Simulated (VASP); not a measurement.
# CdI2 (P-3m1) in VASP: notebook, part 2 of 3

VASP 6.6.1.

### Step 4. Electric field gradients, PBEsol (zz strain of +2 %)

File INCAR:

```
SYSTEM = CdI2
  PREC = Accurate
  ENCUT = 400
  EDIFF = 1E-8
  ISMEAR = -1
  SIGMA = 0.03
  LREAL = .False.
  LASPH = .True.
  NELM = 120
  ALGO = Normal
  ISIF = 2
  LWAVE = .False.
  LCHARG = .False.
  GGA = PS
  LEFG = .True.
  NBANDS = 20
  GGA_COMPAT = .False.
```

File KPOINTS:

```
Automatic mesh
0
Gamma
  8 8 5
  0 0 0
```

File POSCAR:

```
CdI2
1.0
    4.2439992147      0.0000000000      0.0000000000
   -2.1219996073      3.6754111335      0.0000000000
    0.0000000000      0.0000000000      6.9961800000
Cd I
1 2
Direct
    0.0000000000      0.0000000000      0.0000000000
    0.3333333333      0.6666666667      0.2492000000
    0.6666666667      0.3333333333      0.7508000000
```

Potentials or basis: VASP PAW PBE potentials, release 64 (Cd, I).

The run is started by

```
> cat potpaw_PBE.64/Cd/POTCAR potpaw_PBE.64/I/POTCAR > POTCAR
> mpirun -np 1 vasp_std > vasp.out
```

OUTCAR:

```text
SYSTEM = CdI2
   PREC = Accurate
   ENCUT = 400
   EDIFF = 1E-8
   ISMEAR = -1
   LREAL = .False.
   LASPH = .True.
   NELM = 120
   ISIF = 2
   GGA = PS

 ion  position               nearest neighbor table
   1  0.000  0.000  0.000-   2 3.01   3 3.01   2 3.01   3 3.01   3 3.01   2 3.01
   2  0.333  0.667  0.249-   1 3.01   1 3.01   1 3.01
   3  0.667  0.333  0.751-   1 3.01   1 3.01   1 3.01

  LATTYP: Found a hexagonal cell.
 ALAT       =     4.2439992147
 C/A-ratio  =     1.6484875812

  Lattice vectors:

 A1 = (   4.2439992147,   0.0000000000,   0.0000000000)
 A2 = (  -2.1219996073,   3.6754111335,   0.0000000000)
 A3 = (   0.0000000000,   0.0000000000,   6.9961800000)

Analysis of symmetry for initial positions (statically):
=====================================================================
 Subroutine PRICEL returns:
 Original cell was already a primitive cell.
[... 748 lines left out ...]
    -2.121999607  3.675411133  0.000000000     0.000000000  0.272078405  0.000000000
     0.000000000  0.000000000  6.996180000     0.000000000  0.000000000  0.142935145

 POSITION                                       TOTAL-FORCE (eV/Angst)
 -----------------------------------------------------------------------------------
      0.00000      0.00000      0.00000        -0.000000      0.000000      0.000000
     -0.00000      2.45027      1.74345         0.000000      0.000000     -0.219058
      2.12200      1.22514      5.25273        -0.000000     -0.000000      0.219058
 -----------------------------------------------------------------------------------
    total drift:                               -0.000000      0.000000      0.000000

  FREE ENERGIE OF THE ION-ELECTRON SYSTEM (eV)
  ---------------------------------------------------
  free  energy   TOTEN  =        -6.3654903392 eV

  energy  without entropy=       -6.3654903392  energy(sigma->0) =       -6.36549034

 Electric field gradients (V/A^2)
---------------------------------------------------------------------
 ion       V_xx      V_yy      V_zz      V_xy      V_xz      V_yz
---------------------------------------------------------------------
   1       0.584     0.583    -1.167    -0.001    -0.000     0.000
   2      17.749    17.748   -35.497    -0.000     0.000    -0.000
   3      17.749    17.748   -35.497    -0.000     0.000    -0.000
---------------------------------------------------------------------

 Electric field gradients after diagonalization (V/A^2)
 (convention: |V_zz| > |V_xx| > |V_yy|)
----------------------------------------------------------------------
 ion       V_xx      V_yy      V_zz     asymmetry (V_yy - V_xx)/ V_zz
----------------------------------------------------------------------
   1       0.585     0.583    -1.167       0.002
   2      17.749    17.748   -35.497       0.000
   3      17.749    17.748   -35.497       0.000
----------------------------------------------------------------------

           NMR quadrupolar parameters

 Cq : quadrupolar parameter    Cq=e*Q*V_zz/h
 eta: asymmetry parameters     (V_yy - V_xx)/ V_zz
 Q  : nuclear electric quadrupole moment in mb (millibarn)
----------------------------------------------------------------------
 ion       Cq(MHz)       eta       Q (mb)
----------------------------------------------------------------------
   1      -0.003       0.002       1.000
   2      -0.086       0.000       1.000
   3      -0.086       0.000       1.000
----------------------------------------------------------------------
```

OSZICAR:

```text
N       E                     dE             d eps       ncg     rms          rms(c)
DAV:   1     0.137206451607E+03    0.13721E+03   -0.98619E+03  1608   0.894E+02
DAV:   2     0.146662953822E+01   -0.13574E+03   -0.13094E+03  1900   0.225E+02
DAV:   3    -0.657332378017E+01   -0.80400E+01   -0.80147E+01  1880   0.552E+01
DAV:   4    -0.670762407454E+01   -0.13430E+00   -0.13428E+00  2152   0.681E+00
DAV:   5    -0.670888400203E+01   -0.12599E-02   -0.12599E-02  1964   0.646E-01    0.609E+00
DAV:   6    -0.639367075717E+01    0.31521E+00   -0.61377E-01  1672   0.822E+00    0.510E+00
DAV:   7    -0.636733338983E+01    0.26337E-01   -0.16655E-01  1804   0.250E+00    0.223E+00
DAV:   8    -0.636572820632E+01    0.16052E-02   -0.21478E-02  1752   0.157E+00    0.339E-01
DAV:   9    -0.636550107438E+01    0.22713E-03   -0.24428E-03  1808   0.523E-01    0.108E-01
DAV:  10    -0.636548476147E+01    0.16313E-04   -0.28436E-04  1792   0.168E-01    0.412E-02
DAV:  11    -0.636549114721E+01   -0.63857E-05   -0.27703E-05  1824   0.413E-02    0.202E-02
DAV:  12    -0.636549092356E+01    0.22364E-06   -0.20067E-06  1844   0.117E-02    0.138E-02
DAV:  13    -0.636549040137E+01    0.52220E-06   -0.28357E-06  1744   0.156E-02    0.191E-03
DAV:  14    -0.636549033487E+01    0.66497E-07   -0.25310E-07  1808   0.508E-03    0.921E-04
DAV:  15    -0.636549033924E+01   -0.43701E-08   -0.16773E-08  1648   0.648E-04
   1 F= -.63654903E+01 E0= -.63654903E+01  d E =-.107980E-10
```

Run time: 79 s. Hardware: 1 thread of AMD EPYC 7R13, shared host; peak memory 0.18 GiB.

What came out:

* Free energy: -6.3655 eV
* Pressure: -1.1 GPa
* Largest force: 0.219 eV/Å
* Band gap on the k mesh: 2.21 eV (least direct gap 2.43 eV)
* Largest electric field gradient by atom: Cd -1.2; I -35.5 V/Å²

Forces on the atoms (eV/Å):
```
Cd   0.000  0.000  0.000
I    0.000  0.000 -0.219
I    0.000  0.000  0.219
```

Electric field gradients, principal values (V/Å²):
```
atom   least  middle  greatest (by size)
1 Cd   0.583   0.585              -1.167
 2 I  17.748  17.749             -35.497
 3 I  17.748  17.749             -35.497
```

Caveat: the cell differs from its parent crystal (zz strain of +2 %); without QUAD_EFG the Cq values of the log hold for a quadrupole moment of 1 mb, not for the nuclei; the PAW data sets were made with another functional, which shifts forces and pressure a little; spin-orbit coupling is left out, which moves the levels of the heavy elements; an odd mesh through Γ misses points on the zone boundary, where band edges can lie; this functional lacks dispersion, which binds the layers, so the pressure and a relaxed spacing across them are unreliable.

### Step 5. Electric field gradients, PBEsol (37.80 Å³/atom)

This run uses another cell than the first one, of 37.80 Å³/atom.

File INCAR:

```
PREC = Accurate
ENCUT = 400
EDIFF = 1E-8
ISMEAR = -1
SIGMA = 0.03
LREAL = F
LASPH = T
NELM = 120
ALGO = Normal
ISIF = 2
LWAVE = F
LCHARG = F
GGA = PS
LEFG = T
NBANDS = 20
GGA_COMPAT = F
```

File KPOINTS:

```
Automatic mesh
0
Gamma
  8 8 5
```

File POSCAR:

```
CdI2
1.0
    4.3272360177      0.0000000000      0.0000000000
   -2.1636180088      3.7474963194      0.0000000000
    0.0000000000      0.0000000000      6.9935243490
Cd I
1 2
Direct
    0.0000000000      0.0000000000      0.0000000000
    0.3333333333      0.6666666667      0.2492000000
    0.6666666667      0.3333333333      0.7508000000
```

Potentials or basis: VASP PAW PBE potentials, release 64 (Cd, I).

The run is started by

```
> cat potpaw_PBE.64/Cd/POTCAR potpaw_PBE.64/I/POTCAR > POTCAR
> mpirun -np 1 vasp_std > vasp.out
```

OUTCAR:

```text
PREC = Accurate
   ENCUT = 400
   EDIFF = 1E-8
   ISMEAR = -1
   LREAL = F
   LASPH = T
   NELM = 120
   ISIF = 2
   GGA = PS

 ion  position               nearest neighbor table
   1  0.000  0.000  0.000-   2 3.05   3 3.05   2 3.05   3 3.05   3 3.05   2 3.05
   2  0.333  0.667  0.249-   1 3.05   1 3.05   1 3.05
   3  0.667  0.333  0.751-   1 3.05   1 3.05   1 3.05

  LATTYP: Found a hexagonal cell.
 ALAT       =     4.3272360177
 C/A-ratio  =     1.6161642953

  Lattice vectors:

 A1 = (   4.3272360177,   0.0000000000,   0.0000000000)
 A2 = (  -2.1636180088,   3.7474963194,   0.0000000000)
 A3 = (   0.0000000000,   0.0000000000,   6.9935243490)

Analysis of symmetry for initial positions (statically):
=====================================================================
 Subroutine PRICEL returns:
 Original cell was already a primitive cell.

 Routine SETGRP: Setting up the symmetry group for a
 hexagonal supercell.

 Subroutine GETGRP returns: Found 12 space group operations
 (whereof 12 operations were pure point group operations)
 out of a pool of 24 trial point group operations.

The static configuration has the point symmetry D_3d.

Analysis of symmetry for dynamics (positions and initial velocities):
=====================================================================
 Subroutine PRICEL returns:
 Original cell was already a primitive cell.

 Routine SETGRP: Setting up the symmetry group for a
 hexagonal supercell.

 Subroutine GETGRP returns: Found 12 space group operations
 (whereof 12 operations were pure point group operations)
 out of a pool of 24 trial point group operations.

The dynamic configuration has the point symmetry D_3d.

[... 154 lines left out ...]
 k-point     1 :       0.0000    0.0000    0.0000
  band No.  band energies     occupation
      1     -10.5294      2.00000
      2      -9.9224      2.00000
      3      -6.0695      2.00000
      4      -6.0695      2.00000
      5      -5.9676      2.00000
      6      -5.8996      2.00000
[... 541 lines left out ...]
     19       9.0092      0.00000
     20      10.2081      0.00000

 [... further k-points ...]
[... 5 lines left out ...]
  --------------------------------------------------------------------------------------
  -------------------------------------------------------------------------------------
  Total       -1.5655797     -1.5655797     -1.4048759     -0.0000000      0.0000000      0.0000000
  in kB      -22.1175938    -22.1175938    -19.8472640     -0.0000000      0.0000000      0.0000000
  external PRESSURE =     -21.3608172 kB  Pullay stress =       0.0000000 kB

 VOLUME and BASIS-vectors are now :
 -----------------------------------------------------------------------------
  energy-cutoff  :      400.00
  volume of cell :      113.41
      direct lattice vectors                 reciprocal lattice vectors
     4.327236018  0.000000000  0.000000000     0.231094397  0.133422413  0.000000000
    -2.163618009  3.747496319  0.000000000     0.000000000  0.266844825  0.000000000
     0.000000000  0.000000000  6.993524349     0.000000000  0.000000000  0.142989421

 POSITION                                       TOTAL-FORCE (eV/Angst)
 -----------------------------------------------------------------------------------
      0.00000      0.00000      0.00000         0.000000      0.000000      0.000000
     -0.00000      2.49833      1.74279         0.000000     -0.000000     -0.360440
      2.16362      1.24917      5.25074        -0.000000      0.000000      0.360440
 -----------------------------------------------------------------------------------
    total drift:                               -0.000000      0.000000      0.000000

  FREE ENERGIE OF THE ION-ELECTRON SYSTEM (eV)
  ---------------------------------------------------
  free  energy   TOTEN  =        -6.3274236723 eV

  energy  without entropy=       -6.3274236722  energy(sigma->0) =       -6.32742367

 Electric field gradients (V/A^2)
---------------------------------------------------------------------
 ion       V_xx      V_yy      V_zz      V_xy      V_xz      V_yz
---------------------------------------------------------------------
   1      -0.903    -0.900     1.803     0.002    -0.000     0.000
   2      27.482    27.482   -54.964     0.000     0.000    -0.000
   3      27.482    27.482   -54.964     0.000     0.000    -0.000
---------------------------------------------------------------------

 Electric field gradients after diagonalization (V/A^2)
 (convention: |V_zz| > |V_xx| > |V_yy|)
----------------------------------------------------------------------
 ion       V_xx      V_yy      V_zz     asymmetry (V_yy - V_xx)/ V_zz
----------------------------------------------------------------------
   1      -0.904    -0.899     1.803       0.003
   2      27.482    27.482   -54.964       0.000
   3      27.482    27.482   -54.964       0.000
----------------------------------------------------------------------

           NMR quadrupolar parameters

 Cq : quadrupolar parameter    Cq=e*Q*V_zz/h
 eta: asymmetry parameters     (V_yy - V_xx)/ V_zz
 Q  : nuclear electric quadrupole moment in mb (millibarn)
----------------------------------------------------------------------
 ion       Cq(MHz)       eta       Q (mb)
----------------------------------------------------------------------
   1       0.004       0.003       1.000
   2      -0.133       0.000       1.000
   3      -0.133       0.000       1.000
----------------------------------------------------------------------
```

stdout:

```text
POSCAR found type information on POSCAR CdI
 POSCAR found :  2 types and       3 ions
 scaLAPACK will be used
 -----------------------------------------------------------------------------
|                                                                             |
|                                                                             |
|     You enforced a specific xc type in the INCAR file but a different       |
|     I HOPE YOU KNOW WHAT YOU ARE DOING!                                     |
|                                                                             |
 -----------------------------------------------------------------------------

 LDA part: xc-table for (Slater+PW92), standard interpolation
 POSCAR, INCAR and KPOINTS ok, starting setup
 FFT: planning ... GRIDC
 FFT: planning ... GRID_SOFT
 FFT: planning ... GRID
 WAVECAR not read
 entering main loop
ion   1

ion   2

ion   3
```

Wall time 77 s (1 thread of AMD EPYC 7R13, shared host); peak memory 0.19 GiB.

Results:

- Free energy: -6.3274 eV
- Pressure: -2.1 GPa
- Largest force: 0.360 eV/Å
- Band gap on the k mesh: 2.18 eV (least direct gap 2.29 eV)
- Largest electric field gradient by atom: Cd +1.8; I -55.0 V/Å²

Forces on the atoms (eV/Å):
```
Cd   0.000  0.000  0.000
I    0.000  0.000 -0.360
I    0.000  0.000  0.360
```

Stress tensor (GPa, compression positive):
```
-2.21  0.00  0.00
 0.00 -2.21  0.00
 0.00  0.00 -1.98
```

Levels at points of the mesh, in eV from the valence-band top:
| k point | band 11 | band 12 | band 13 | band 14 | band 15 | band 16 |
| --- | --- | --- | --- | --- | --- | --- |
| (0.00, 0.00, 0.00) | -0.16 | -0.16 | -0.12 | 2.18 | 4.35 | 6.22 |
| (0.50, 0.00, 0.00) | -1.39 | -0.64 | -0.13 | 2.50 | 4.88 | 5.91 |

Electric field gradients, principal values (V/Å²):
| atom | least | middle | greatest (by size) |
| --- | --- | --- | --- |
| 1 Cd | -0.899 | -0.904 | 1.803 |
| 2 I | 27.482 | 27.482 | -54.964 |
| 3 I | 27.482 | 27.482 | -54.964 |

Caveat: without QUAD_EFG the Cq values of the log hold for a quadrupole moment of 1 mb, not for the nuclei; the PAW data sets were made with another functional, which shifts forces and pressure a little; spin-orbit coupling is left out, which moves the levels of the heavy elements; an odd mesh through Γ misses points on the zone boundary, where band edges can lie; this functional lacks dispersion, which binds the layers, so the pressure and a relaxed spacing across them are unreliable.

(Continued in part 3 of 3.)
